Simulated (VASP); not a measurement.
# AlNi (R3m) in VASP: single point with PBEsol

Aim: the single point of AlNi with PBEsol.

Everything below comes from runs of VASP 6.6.1. Logs are shortened: lines on timing, memory, paths and dates and some standing lists are left out, and cuts for length are marked.

### Step 1. The cell of the first run

It takes space group R3m (No. 160, trigonal). Conventional cell: a = 4.048 Å, b = 4.048 Å, c = 4.957 Å, α = 90.00°, β = 90.00°, γ = 120.00°. Within 3.2 Å of Al (site symmetry 3m) lie 8 Ni at 2.42 to 2.54 Å and 6 Al at 2.86 Å. Within 3.2 Å of Ni (site symmetry 3m) lie 8 Al at 2.42 to 2.54 Å and 6 Ni at 2.86 Å.

### Step 2. Single point, PBEsol

INCAR

```
SYSTEM = AlNi
ALGO = Fast
EDIFF = 1E-7
ENCUT = 520
GGA = PS
ISIF = 2
ISMEAR = 0
LASPH = .TRUE.
LCHARG = .TRUE.
LELF = .TRUE.
LREAL = .FALSE.
LVHAR = .TRUE.
LWAVE = .FALSE.
NBANDS = 14
NELM = 80
PREC = Accurate
SIGMA = 0.15
```

KPOINTS

```
k-points
0
G
  20 20 20
  0 0 0
```

POSCAR

```
AlNi
1.0
    2.8621655516      0.0000000000      0.0000000000
    0.0000000000      2.8621655516      0.0000000000
    0.0000000000      0.0000000000      2.8621655516
Al Ni
1 1
Direct
    0.0000000000      0.0000000000      0.0000000000
    0.4873926259      0.4873926259      0.4873926259
```

Potentials or basis: VASP PAW PBE potentials, release 64 (Al, Ni).

On the command line:

```bash
$ cat potpaw_PBE.64/Al/POTCAR potpaw_PBE.64/Ni/POTCAR > POTCAR
$ mpirun -np 1 vasp_std > vasp.out
```

OUTCAR:

```text
SYSTEM = AlNi
   EDIFF = 1E-7
   ENCUT = 520
   GGA = PS
   ISIF = 2
   ISMEAR = 0
   LASPH = .TRUE.
   LREAL = .FALSE.
   NELM = 80
   PREC = Accurate

 ion  position               nearest neighbor table
   1  0.000  0.000  0.000-   2 2.42   2 2.46   2 2.46   2 2.46   2 2.50   2 2.50   2 2.50   2 2.54

   2  0.487  0.487  0.487-   1 2.42   1 2.46   1 2.46   1 2.46   1 2.50   1 2.50   1 2.50   1 2.54

  LATTYP: Found a simple cubic cell.
 ALAT       =     2.8621655516

  Lattice vectors:

 A1 = (   2.8621655516,   0.0000000000,   0.0000000000)
 A2 = (   0.0000000000,   2.8621655516,   0.0000000000)
 A3 = (   0.0000000000,   0.0000000000,   2.8621655516)

Analysis of symmetry for initial positions (statically):
=====================================================================
 Subroutine PRICEL returns:
 Original cell was already a primitive cell.

 Routine SETGRP: Setting up the symmetry group for a
 simple cubic supercell.

 Subroutine GETGRP returns: Found  6 space group operations
 (whereof  6 operations were pure point group operations)
 out of a pool of 48 trial point group operations.

The static configuration has the point symmetry C_3v.

Analysis of symmetry for dynamics (positions and initial velocities):
=====================================================================
 Subroutine PRICEL returns:
 Original cell was already a primitive cell.

 Routine SETGRP: Setting up the symmetry group for a
 simple cubic supercell.

 Subroutine GETGRP returns: Found  6 space group operations
 (whereof  6 operations were pure point group operations)
 out of a pool of 48 trial point group operations.

The dynamic configuration has the point symmetry C_3v.

 Subroutine INISYM returns: Found  6 space group operations
 (whereof  6 operations are pure point group operations),
 and found     1 'primitive' translations

----------------------------------------------------------------------------------------

                                     Primitive cell

  volume of cell :      23.4468

  direct lattice vectors                    reciprocal lattice vectors
     2.862165552  0.000000000  0.000000000     0.349385800  0.000000000  0.000000000
     0.000000000  2.862165552  0.000000000     0.000000000  0.349385800  0.000000000
     0.000000000  0.000000000  2.862165552     0.000000000  0.000000000  0.349385800

  length of vectors
     2.862165552  2.862165552  2.862165552     0.349385800  0.349385800  0.349385800

[... 90 lines left out ...]
   PSTRESS=    0.0 pullay stress
   NELECT =      13.0000    total number of electrons
   NUPDOWN=      -1.0000    fix difference up-down
   EMIN   =  10.00;   EMAX   =-10.00  energy-range for DOS
   EFERMI =   0.00;   METHOD = LEGACY
   ISMEAR =     0;   SIGMA  =   0.15  broadening in eV -4-tet -1-fermi 0-gaus
   EFERMI_NEDOS =   21; number of points for ismear=-14 and -15
   IALGO  =     68    algorithm
   IMIX   =      4    mixing-type and parameters
     AMIX     =   0.40;   BMIX     =  1.00
     AMIX_MAG =   1.60;   BMIX_MAG =  1.00
  volume/ion in A,a.u.               =      11.72        79.11
  Fermi-wavevector in a.u.,A,eV,Ry     =   1.344914  2.541519 24.610134  1.808794
  Thomas-Fermi vector in A             =   2.472869
   LORBIT       =      0    0 simple, 1 ext, 2 COOP (PROOUT), +10 PAW based schemes
   GGA     = PS    functional components
   LHFCALC =     F    Hartree Fock is set to
   AEXX    =    0.0000 exact exchange contribution
   IVDW    =     0    specifies the selected vdW correction
   LEPSILON=     F    determine dielectric tensor
   LRPA    =     F    only Hartree local field effects (RPA)
 non-spin polarized calculation
 RMM-DIIS sequential band-by-band and
 Gauss-broadening in eV      SIGMA  =   0.15
  energy-cutoff  :      520.00
  volume of cell :       23.45
 maximum number of plane-waves:       655
 NGX is ok and might be reduce to    24
   NGX = 11   NGY = 11   NGZ = 11

 number of electron      12.9999998 magnetization

 Free energy of the ion-electron system (eV)
  ---------------------------------------------------
  ext. energy  EPLUGINS =         0.00000000
  ---------------------------------------------------
  free energy    TOTEN  =       -11.57828415 eV

  energy without entropy =      -11.56848776  energy(sigma->0) =      -11.57338595

 E-fermi :  10.1544     XC(G=0): -12.2609

 val. band max:       10.1543725993   @ k =  -0.2500   0.3500   0.0000
 cond. band min:      10.1656618922   @ k =  -0.0500   0.3000   0.3500
 fundamental gap:      0.0112892929
 Fermi energy:        10.1543899595

 k-point     1 :       0.0000    0.0000    0.0000
  band No.  band energies     occupation
      1      -1.1167      2.00000
      2       6.8214      2.00000
      3       6.8214      2.00000
      4       8.5677      2.00000
      5       8.5737      2.00000
      6       8.5737      2.00000
      7      15.7368      0.00000
      8      15.7368      0.00000
      9      15.7475      0.00000
     10      18.3742      0.00000
     11      18.3742      0.00000
     12      24.2133      0.00000
     13      31.2485      0.00000
     14      31.2524      0.00000
[... 377 lines left out ...]
      1       1.1455      2.00000
      2       5.5109      2.00000
      3       7.2091      2.00000
      4       7.9625      2.00000
      5       7.9850      2.00000
      6       8.6260      2.00000
      7       9.9071      1.98029
      8      17.4283      0.00000
      9      18.4266      0.00000
     10      19.1178      0.00000
     11      23.1184      0.00000
     12      23.4788      0.00000
     13      23.7653      0.00000
     14      26.9719      0.00000

 [... further k-points ...]

------------------------ aborting loop because EDIFF is reached ----------------------------------------

  FORCE on cell =-STRESS in cart. coord.  units (eV):
  Direction    XX          YY          ZZ          XY          YZ          ZX
  --------------------------------------------------------------------------------------
  -------------------------------------------------------------------------------------
  Total        0.0622813      0.0622813      0.0622813      0.0294704      0.0294704      0.0294704
  in kB        4.2558305      4.2558305      4.2558305      2.0137841      2.0137841      2.0137841
  external PRESSURE =       4.2558305 kB  Pullay stress =       0.0000000 kB

 VOLUME and BASIS-vectors are now :
 -----------------------------------------------------------------------------
  energy-cutoff  :      520.00
  volume of cell :       23.45
      direct lattice vectors                 reciprocal lattice vectors
     2.862165552  0.000000000  0.000000000     0.349385800  0.000000000  0.000000000
     0.000000000  2.862165552  0.000000000     0.000000000  0.349385800  0.000000000
     0.000000000  0.000000000  2.862165552     0.000000000  0.000000000  0.349385800

 POSITION                                       TOTAL-FORCE (eV/Angst)
 -----------------------------------------------------------------------------------
      0.00000      0.00000      0.00000        -0.227507     -0.227507     -0.227507
      1.39500      1.39500      1.39500         0.227507      0.227507      0.227507
 -----------------------------------------------------------------------------------
    total drift:                               -0.000063     -0.000063     -0.000054

  FREE ENERGIE OF THE ION-ELECTRON SYSTEM (eV)
  ---------------------------------------------------
  free  energy   TOTEN  =       -11.5782841492 eV

  energy  without entropy=      -11.5684877594  energy(sigma->0) =      -11.57338595
```

Run time: 2 min. Hardware: 1 thread of Intel Xeon 6975P-C (Granite Rapids), shared host; peak memory 0.36 GiB.

What came out:

| Item | Value |
| --- | --- |
| Free energy | -11.5783 eV |
| Pressure | 0.4 GPa |
| Largest force | 0.394 eV/Å |

Forces on the atoms (eV/Å):
```
Al  -0.228 -0.228 -0.228
Ni   0.228  0.228  0.228
```

Caveat: the cell differs from its parent crystal (all Ni atoms moved +0.062 Å, as atom 2 towards its neighbour atom 1 (Al) at 2.479 Å); the PAW data sets were made with another functional, which shifts forces and pressure a little.
